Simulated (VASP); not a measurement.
A run of VASP 6.6.1 is set up as follows.

Contents of INCAR:

```
ALGO = Normal
EDIFF = 1E-6
ENCUT = 520
GGA = PE
ISIF = 2
ISMEAR = -1
LASPH = T
LCHARG = T
LELF = T
LREAL = F
LVHAR = T
LWAVE = F
NBANDS = 38
NELM = 100
PREC = Accurate
SIGMA = 0.02
```

KPOINTS

```
k-points
0
Gamma
  6 6 4
```

POSCAR

```
Lu2AsN
1.0
    3.7348423610      0.0000000000      0.0000000000
    0.0000000000      3.7348423610      0.0000000000
    0.0000000000      0.0000000000      5.3250107070
N Lu As
1 2 1
Direct
    0.0000000000      0.0000000000      0.0000000000
    0.0000000000      0.0000000000      0.5000000000
    0.5000000000      0.5000000000      0.0000000000
    0.5000000000      0.5000000000      0.5000000000
```

Potentials or basis: VASP PAW PBE potentials, release 64 (N, Lu, As).

The run is started by

```sh
$ cat potpaw_PBE.64/N/POTCAR potpaw_PBE.64/Lu/POTCAR potpaw_PBE.64/As/POTCAR > POTCAR
$ mpirun -np 1 vasp_std > vasp.out
```

(1) Predict the band gap on the k mesh.

(2) Predict the pressure.

## Answers

(1) zero (bands 30 and 31 overlap by 0.91 eV).

(2) 0.5 GPa.

Caveat: spin-orbit coupling is left out, which moves the levels of the heavy elements.
